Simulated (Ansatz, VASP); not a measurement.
## Two plane-wave programs on BN

```
CELL_PARAMETERS angstrom
0.00000 1.96884 1.53569
1.96884 0.00000 1.53569
1.96884 1.96884 0.00000
ATOMIC_POSITIONS crystal
B 0.00000 0.00000 0.00000
N 0.75000 0.75000 0.75000
```

Alike in both runs: task single point; functional PBE; k mesh 12 × 12 × 12; occupations gaussian, width 0.05 eV; no spin polarisation.

|  | VASP | Ansatz |
| --- | --- | --- |
| version | VASP 6.6.1 | Ansatz 0.2.0 |
| potentials or method | VASP PAW PBE potentials, release 64 (B, N), cutoff 520 eV | scalar-relativistic, plane waves, PAW |
| valence electrons in the cell | 8 | 8 |

```tsv
	VASP	Ansatz	Ansatz less VASP
gap on the k mesh at the Fermi level (eV)	1.29	1.30	+0.014
least direct gap on the mesh (eV)	7.04	7.05	+0.011
pressure (GPa)	-1.8	-2.0	-0.19
traceless stress, the component that is largest in VASP (GPa)	70.48	70.47	-0.011
```
